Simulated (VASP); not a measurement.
Input of a VASP 6.6.1 run:

Contents of INCAR:

```
SYSTEM = Si2IrRu2
ALGO = Normal ; EDIFF = 1E-6
ENCUT = 520 ; GGA = PE
ISIF = 2 ; ISMEAR = -1
LASPH = .True. ; LCHARG = .False.
LREAL = .False. ; LWAVE = .False.
NBANDS = 30 ; NELM = 80
PREC = Accurate ; SIGMA = 0.0789
```

KPOINTS

```
k-points
0
Gamma
  7 7 7
  0 0 0
```

POSCAR

```
Si2IrRu2
1.0
    0.0000000000      3.9310503844      0.0000000000
    3.9310503844      0.0000000000      0.0000000000
    1.9655251922      1.9655251922     -4.6885150851
Ir Ru Si
1 2 2
Direct
    0.0000000000      0.0000000000      0.0000000000
    0.7500000000      0.2500000000      0.5000000000
    0.2500000000      0.7500000000      0.5000000000
    0.3827640547      0.3827640547      0.2344718907
    0.6172359453      0.6172359453      0.7655281093
```

Potentials or basis: VASP PAW PBE potentials, release 64 (Ir, Ru_pv, Si).

Command:

```sh
$ cat potpaw_PBE.64/Ir/POTCAR potpaw_PBE.64/Ru_pv/POTCAR potpaw_PBE.64/Si/POTCAR > POTCAR
$ mpirun -np 1 vasp_std > vasp.out
```

(1) Predict the pressure.

(2) Estimate the largest force.

## Answers

(1) 5.1 GPa.

(2) 0.041 eV/Å.
